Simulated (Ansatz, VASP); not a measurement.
**Ag in VASP and in Ansatz**

INCAR

```
ALGO = Normal
EDIFF = 1E-6
ENCUT = 520
GGA = PE
ISIF = 2
ISMEAR = -5
IVDW = 13
LASPH = True
LCHARG = False
LDAU = True
LDAUJ = 0
LDAUL = 2
LDAUPRINT = 1
LDAUTYPE = 2
LDAUU = 2
LMAXMIX = 4
LREAL = False
LWAVE = False
NBANDS = 12
NELM = 150
PREC = Accurate
SIGMA = 0.05
```

Contents of KPOINTS:

```
k-points
0
Gamma
  11 11 11
```

Contents of POSCAR:

```
Ag
1.0
    0.0000000000      2.0427500000      2.0427500000
    2.0427500000      0.0000000000      2.0427500000
    2.0427500000      2.0427500000      0.0000000000
Ag
1
Direct
    0.0000000000      0.0000000000      0.0000000000
```

Contents of input.yaml:

```yaml
crystal:
  lattice:
    - [0.0, 2.04275, 2.04275]
    - [2.04275, 0.0, 2.04275]
    - [2.04275, 2.04275, 0.0]
  atoms:
    - { symbol: Ag, position: [0.0, 0.0, 0.0] }
kpoints:
  mp_grid: { grid: [11, 11, 11] }
scf:
  occupations: { method: tetrahedron }
hamiltonian:
  xc: pbe
  dispersion: d4
  pseudopotentials: { kind: all_electron, lapw: { basis_error: 0.001 } }
  hubbard:
    sites: [{ species: Ag, l: d, u_eff: 2 }]
    double_counting: fll
    projectors: ortho-atomic
output:
  forces: true
  stress: true
  eigenvalues: true
basis:
  ecutwfc: 260
```

Alike in both runs: task single point; functional PBE; dispersion D4; k mesh 11 × 11 × 11; occupations tetrahedron; no spin polarisation; Hubbard terms Ag d U = 2.0 eV.

```csv
,VASP,Ansatz
version,VASP 6.6.1,Ansatz 0.2.0
potentials or method,"VASP PAW PBE potentials, release 64 (Ag), cutoff 520 eV","all-electron LAPW, scalar-relativistic"
```

|  | VASP | Ansatz | Ansatz less VASP |
| --- | --- | --- | --- |
| gap on the k mesh at the Fermi level (eV) | none | none | - |
| pressure (GPa) | -1.0 | 0.7 | +1.69 |

The programs project onto different local orbitals, so the same U acts differently, and such runs can settle in different states. A gap of «none» marks a metal or a gap that the smearing closes. Ansatz ran all-electron here, and VASP with PAW potentials.

Noted on Ansatz's run: U is the effective U less J, on atomic orbitals that reach past the spheres.
